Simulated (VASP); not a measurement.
Os: single point with LDA

The system is Os.

```
Os
1.0
     4.26558    0.00000    0.00000
    -2.13279    3.69410    0.00000
     0.00000    0.00000    2.67932
Os
3
Direct
  0.00000 0.00000 0.00000
  0.33333 0.66667 0.50000
  0.66667 0.33333 0.50000
```

This isn't the form of Os at room conditions, which is hcp.

- Program: VASP 6.6.1
- Task: single point
- Functional: LDA
- Potentials or basis: VASP PAW LDA potentials, release 64 (Os)
- Cutoff: 520 eV
- k mesh: 10 × 10 × 13
- Occupations: fermi-dirac, width 0.1 eV
- Spin: no spin polarisation
- Dipole correction: no
- Further INCAR settings: ALGO = Normal; EDIFF = 1e-07; NBANDS = 19

* Pressure: 0.7 GPa
* Band gap on the k mesh: zero (bands 12 and 13 overlap by 2.67 eV)

Stress tensor (GPa, compression positive):
```
0.30 0.00 0.00
0.00 0.30 0.00
0.00 0.00 1.47
```

Levels at points of the mesh, in eV from the Fermi level:
| k point | band 10 | band 11 | band 12 | band 13 | band 14 | band 15 |
| --- | --- | --- | --- | --- | --- | --- |
| (0.00, 0.00, 0.00) | -2.50 | -1.63 | -1.63 | -1.57 | -1.57 | 2.49 |
| (0.50, 0.00, 0.00) | -1.33 | -1.30 | 0.18 | 0.35 | 1.27 | 1.28 |

Run time: 68 s on 1 thread of Intel Xeon 8259CL (shared host), peak memory 0.18 GiB.

Caveat: spin-orbit coupling is left out, which moves the levels of the heavy elements.
